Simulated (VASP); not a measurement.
# AlN (F-43m) in VASP: single point with PBE

Aim: the single point of AlN with PBE.

All numbers are computed with VASP 6.6.1; they aren't measurements. Logs are shortened: lines on timing, memory, paths and dates and some standing lists are left out, and cuts for length are marked.

## (1) The cell of the first run

Symmetry: F-43m, No. 216, cubic system. The conventional cell has a = 4.319 Å, b = 4.319 Å, c = 4.319 Å, α = 90.00°, β = 90.00°, γ = 90.00°. Al (site symmetry -43m) has 4 N at 1.87 Å within 2.5 Å. Within 2.5 Å of N (site symmetry -43m) lie 4 Al at 1.87 Å.

## (2) Single point, PBE

Contents of INCAR:

```
PREC = Accurate ; ENCUT = 600
EDIFF = 1E-6 ; ISMEAR = 0
SIGMA = 0.02 ; LREAL = F
LASPH = T ; NELM = 120
ALGO = Normal ; ISIF = 2
LWAVE = F ; LCHARG = F
GGA = PE ; NBANDS = 11
GGA_COMPAT = F
```

Contents of KPOINTS:

```
regular mesh
0
Gamma
  10 10 10
```

Contents of POSCAR:

```
AlN
1.0
    0.0000000000      2.1596000000      2.1596000000
    2.1596000000      0.0000000000      2.1596000000
    2.1596000000      2.1596000000      0.0000000000
Al N
1 1
Direct
    0.0000000000      0.0000000000      0.0000000000
    0.2500000000      0.2500000000      0.2500000000
```

Potentials or basis: VASP PAW PBE potentials, release 64 (Al, N).

Run with:

```console
cat potpaw_PBE.64/Al/POTCAR potpaw_PBE.64/N/POTCAR > POTCAR
mpirun -np 1 vasp_std > vasp.out
```

OUTCAR:

```text
PREC = Accurate
   ENCUT = 600
   EDIFF = 1E-6
   ISMEAR = 0
   LREAL = F
   LASPH = T
   NELM = 120
   ISIF = 2
   GGA = PE

 ion  position               nearest neighbor table
   1  0.000  0.000  0.000-   2 1.87   2 1.87   2 1.87   2 1.87
   2  0.250  0.250  0.250-   1 1.87   1 1.87   1 1.87   1 1.87

  LATTYP: Found a face centered cubic cell.
 ALAT       =     4.3192000000

  Lattice vectors:

 A1 = (   0.0000000000,   2.1596000000,   2.1596000000)
 A2 = (   2.1596000000,   0.0000000000,   2.1596000000)
 A3 = (   2.1596000000,   2.1596000000,   0.0000000000)

Analysis of symmetry for initial positions (statically):
=====================================================================
 Subroutine PRICEL returns:
 Original cell was already a primitive cell.

 Routine SETGRP: Setting up the symmetry group for a
 face centered cubic supercell.

 Subroutine GETGRP returns: Found 24 space group operations
 (whereof 24 operations were pure point group operations)
 out of a pool of 48 trial point group operations.

The static configuration has the point symmetry T_d .

Analysis of symmetry for dynamics (positions and initial velocities):
=====================================================================
 Subroutine PRICEL returns:
 Original cell was already a primitive cell.

 Routine SETGRP: Setting up the symmetry group for a
 face centered cubic supercell.

 Subroutine GETGRP returns: Found 24 space group operations
 (whereof 24 operations were pure point group operations)
 out of a pool of 48 trial point group operations.

The dynamic configuration has the point symmetry T_d .

 Subroutine INISYM returns: Found 24 space group operations
 (whereof 24 operations are pure point group operations),
 and found     1 'primitive' translations

----------------------------------------------------------------------------------------

                                     Primitive cell

  volume of cell :      20.1442

  direct lattice vectors                    reciprocal lattice vectors
     0.000000000  2.159600000  2.159600000    -0.231524356  0.231524356  0.231524356
     2.159600000  0.000000000  2.159600000     0.231524356 -0.231524356  0.231524356
     2.159600000  2.159600000  0.000000000     0.231524356  0.231524356 -0.231524356

  length of vectors
     3.054135609  3.054135609  3.054135609     0.401011948  0.401011948  0.401011948

  position of ions in fractional coordinates (direct lattice)
     0.000000000  0.000000000  0.000000000
     0.250000000  0.250000000  0.250000000

[... 79 lines left out ...]
   NSW    =      0    number of steps for IOM
   IBRION =     -1    ionic relax: 0-MD 1-quasi-New 2-CG
   NFREE  =      0    steps in history (QN), initial steepest desc. (CG)
   ISIF   =      2    stress and relaxation
   ISYM   =      2    0-nonsym 1-usesym 2-fastsym
   POTIM  = 0.5000    time-step for ionic-motion
   TEBEG  =    0.0;   TEEND  =   0.0 temperature during run
   PSTRESS=    0.0 pullay stress
   NELECT =       8.0000    total number of electrons
   NUPDOWN=      -1.0000    fix difference up-down
   EMIN   =  10.00;   EMAX   =-10.00  energy-range for DOS
   EFERMI =   0.00;   METHOD = LEGACY
   ISMEAR =     0;   SIGMA  =   0.02  broadening in eV -4-tet -1-fermi 0-gaus
   EFERMI_NEDOS =   21; number of points for ismear=-14 and -15
   IALGO  =     38    algorithm
   IMIX   =      4    mixing-type and parameters
     AMIX     =   0.40;   BMIX     =  1.00
     AMIX_MAG =   1.60;   BMIX_MAG =  1.00
  volume/ion in A,a.u.               =      10.07        67.97
  Fermi-wavevector in a.u.,A,eV,Ry     =   1.203340  2.273982 19.701589  1.448026
  Thomas-Fermi vector in A             =   2.339096
   LORBIT       =      0    0 simple, 1 ext, 2 COOP (PROOUT), +10 PAW based schemes
   GGA     = PE    functional components
   LHFCALC =     F    Hartree Fock is set to
   AEXX    =    0.0000 exact exchange contribution
   IVDW    =     0    specifies the selected vdW correction
   LEPSILON=     F    determine dielectric tensor
   LRPA    =     F    only Hartree local field effects (RPA)
 non-spin polarized calculation
 Gauss-broadening in eV      SIGMA  =   0.02
  energy-cutoff  :      600.00
  volume of cell :       20.14
 maximum number of plane-waves:       692
   NGX = 13   NGY = 13   NGZ = 13

 number of electron       7.9999999 magnetization

 Free energy of the ion-electron system (eV)
  ---------------------------------------------------
  ext. energy  EPLUGINS =         0.00000000
  ---------------------------------------------------
  free energy    TOTEN  =       -14.80577081 eV

  energy without entropy =      -14.80577081  energy(sigma->0) =      -14.80577081

 E-fermi :   6.4271     XC(G=0): -11.0818

 val. band max:        6.2924158894   @ k =   0.0000   0.0000   0.0000
 cond. band min:       9.6268322447   @ k =   0.5000   0.5000   0.0000
 fundamental gap:      3.3344163553
 Fermi energy:         6.4270685828

 k-point     1 :       0.0000    0.0000    0.0000
  band No.  band energies     occupation
      1      -8.8870      2.00000
      2       6.2924      2.00000
      3       6.2924      2.00000
      4       6.2924      2.00000
      5      10.7904      0.00000
      6      19.1904      0.00000
      7      19.1904      0.00000
      8      19.1904      0.00000
      9      24.2533      0.00000
     10      24.2533      0.00000
     11      25.7228      0.00000
[... 309 lines left out ...]
 k-point    24 :       0.4000    0.3000    0.0000
  band No.  band energies     occupation
      1      -6.7873      2.00000
      2       2.0743      2.00000
      3       4.5555      2.00000
      4       4.8619      2.00000
      5      11.2832      0.00000
      6      16.0525      0.00000
      7      18.9600      0.00000
      8      21.2558      0.00000
      9      21.7934      0.00000
     10      27.9979      0.00000
     11      30.4392      0.00000

 [... further k-points ...]
[... 5 lines left out ...]
  --------------------------------------------------------------------------------------
  -------------------------------------------------------------------------------------
  Total        1.5185267      1.5185267      1.5185267      0.0000000      0.0000000      0.0000000
  in kB      120.7766720    120.7766720    120.7766720      0.0000000      0.0000000      0.0000000
  external PRESSURE =     120.7766720 kB  Pullay stress =       0.0000000 kB

 VOLUME and BASIS-vectors are now :
 -----------------------------------------------------------------------------
  energy-cutoff  :      600.00
  volume of cell :       20.14
      direct lattice vectors                 reciprocal lattice vectors
     0.000000000  2.159600000  2.159600000    -0.231524356  0.231524356  0.231524356
     2.159600000  0.000000000  2.159600000     0.231524356 -0.231524356  0.231524356
     2.159600000  2.159600000  0.000000000     0.231524356  0.231524356 -0.231524356

 POSITION                                       TOTAL-FORCE (eV/Angst)
 -----------------------------------------------------------------------------------
      0.00000      0.00000      0.00000         0.000000      0.000000      0.000000
      1.07980      1.07980      1.07980        -0.000000     -0.000000     -0.000000
 -----------------------------------------------------------------------------------
    total drift:                                0.000000      0.000000      0.000000

  FREE ENERGIE OF THE ION-ELECTRON SYSTEM (eV)
  ---------------------------------------------------
  free  energy   TOTEN  =       -14.8057708071 eV

  energy  without entropy=      -14.8057708071  energy(sigma->0) =      -14.80577081
```

OSZICAR:

```text
N       E                     dE             d eps       ncg     rms          rms(c)
DAV:   1     0.170836160984E+02    0.17084E+02   -0.42551E+03  1034   0.691E+02
DAV:   2    -0.160516282455E+02   -0.33135E+02   -0.32127E+02  1286   0.159E+02
DAV:   3    -0.172467578826E+02   -0.11951E+01   -0.11933E+01  1293   0.288E+01
DAV:   4    -0.172535339194E+02   -0.67760E-02   -0.67755E-02  1202   0.233E+00
DAV:   5    -0.172536158636E+02   -0.81944E-04   -0.81943E-04  1264   0.246E-01    0.878E+00
DAV:   6    -0.148190364354E+02    0.24346E+01   -0.11778E+01  1266   0.183E+01    0.285E+00
DAV:   7    -0.148121967366E+02    0.68397E-02   -0.19091E-01  1184   0.331E+00    0.208E+00
DAV:   8    -0.148070613403E+02    0.51354E-02   -0.27133E-02  1151   0.166E+00    0.573E-01
DAV:   9    -0.148057236548E+02    0.13377E-02   -0.36413E-03  1255   0.386E-01    0.232E-01
DAV:  10    -0.148057589938E+02   -0.35339E-04   -0.42950E-04  1148   0.137E-01    0.240E-02
DAV:  11    -0.148057707326E+02   -0.11739E-04   -0.16754E-05  1196   0.298E-02    0.139E-02
DAV:  12    -0.148057708071E+02   -0.74545E-07   -0.29487E-07   778   0.444E-03
   1 F= -.14805771E+02 E0= -.14805771E+02  d E =-.697639E-24
```

Wall time 15 s (1 thread of Intel Xeon 8259CL, shared host); peak memory 0.14 GiB.

Results:

- Free energy: -14.8058 eV
- Pressure: 12.1 GPa
- Band gap on the k mesh: 3.33 eV, indirect (least direct gap 4.50 eV)

Levels at points of the mesh, in eV from the valence-band top:
```tsv
k point	band 1	band 2	band 3	band 4	band 5	band 6	band 7	band 8	band 9
(0.00, 0.00, 0.00)	-15.18	0.00	0.00	0.00	4.50	12.90	12.90	12.90	17.96
(0.50, 0.00, 0.00)	-13.03	-6.00	-0.48	-0.48	7.69	10.10	11.36	11.36	18.44
(0.50, 0.50, 0.00)	-12.36	-5.01	-1.81	-1.81	3.33	8.82	14.42	16.16	16.16
```
